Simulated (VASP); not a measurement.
## Nd4S: relaxation of cell and atoms with PBE

Nd4S:

```
Nd S
1.0
     5.78035    0.00000    0.00000
     0.00000    5.78035    0.00000
     0.00000    0.00000    5.78035
Nd S
4 1
Direct
  0.50000 0.50000 0.50000
  0.00000 0.50000 0.50000
  0.50000 0.00000 0.50000
  0.50000 0.50000 0.00000
  0.00000 0.00000 0.00000
```

The cell was built from a structure type or drawn by symmetry, and may not be a known phase.

```json
{"Program": "VASP 6.6.1", "Task": "relaxation of cell and atoms", "Functional": "PBE", "Potentials or basis": "VASP PAW PBE potentials, release 64 (Nd_3, S), 4f in core", "Cutoff": "500 eV", "k mesh": "8 × 8 × 8", "Occupations": "gaussian, width 0.1 eV", "Spin": "no spin polarisation", "Dipole correction": "no", "Mended": "yes", "Further INCAR settings": "ALGO = Normal; EDIFF = 1e-07; IBRION = 2; EDIFFG = -0.01; NSW = 100; ISIF = 3"}
```

```
Relaxed volume                        : 37.96 Å³/atom
Relaxed cell                          : a = 5.747 Å, b = 5.747 Å, c = 5.747 Å, α = 90.00°, β = 90.00°, γ = 90.00°
Space group after relaxing (to 0.1 Å) : Pm-3m (No. 221)
Energy gained by relaxing             : 0.9 meV/atom
Ionic steps                           : 3
Pressure after relaxing               : 0.0 GPa
Band gap on the k mesh                : zero (bands 25 and 26 overlap by 1.84 eV)
```

The path:
| step | energy change (eV) | largest force (eV/Å) | pressure (GPa) | volume (Å³) |
| --- | --- | --- | --- | --- |
| 1 | 0.0000 | 0.0000 | -0.42 | 193.14 |
| 2 | -0.0043 | 0.0000 | -0.07 | 190.33 |
| 3 | -0.0044 | 0.0000 | 0.00 | 189.81 |

Final structure:
```
Nd S
1.0
     5.74697    0.00000    0.00000
     0.00000    5.74697    0.00000
     0.00000    0.00000    5.74697
Nd S
4 1
Direct
  0.50000 0.50000 0.50000
  0.00000 0.50000 0.50000
  0.50000 0.00000 0.50000
  0.50000 0.50000 0.00000
  0.00000 0.00000 0.00000
```

Levels at points of the mesh, in eV from the Fermi level:
| k point | band 22 | band 23 | band 24 | band 25 | band 26 | band 27 | band 28 | band 29 |
| --- | --- | --- | --- | --- | --- | --- | --- | --- |
| (0.00, 0.00, 0.00) | -1.92 | -1.92 | -1.92 | -1.18 | -1.18 | -0.30 | -0.30 | 0.10 |
| (0.50, 0.00, 0.00) | -1.02 | -0.99 | -0.80 | -0.80 | -0.33 | 0.50 | 0.63 | 0.78 |
| (0.50, 0.50, 0.00) | -1.12 | -1.12 | 0.06 | 0.21 | 0.21 | 0.32 | 0.70 | 1.30 |
| (0.50, 0.50, 0.50) | -0.74 | -0.74 | 0.10 | 0.66 | 0.66 | 0.66 | 1.11 | 1.11 |

Wall time 8.1 min on 1 thread of Intel(R) Xeon(R) 6975P-C (Granite Rapids), on a shared host, peak memory 0.36 GiB.

Caveat: spin-orbit coupling is left out, which moves the levels of the heavy elements; the 4f electrons are frozen in the core, so they carry no moment and show no levels; the run has no spin polarisation, though such a crystal can be magnetic. With open d or f shells a metallic result of PBE can be an artefact of self-interaction; +U or a hybrid may open a gap.
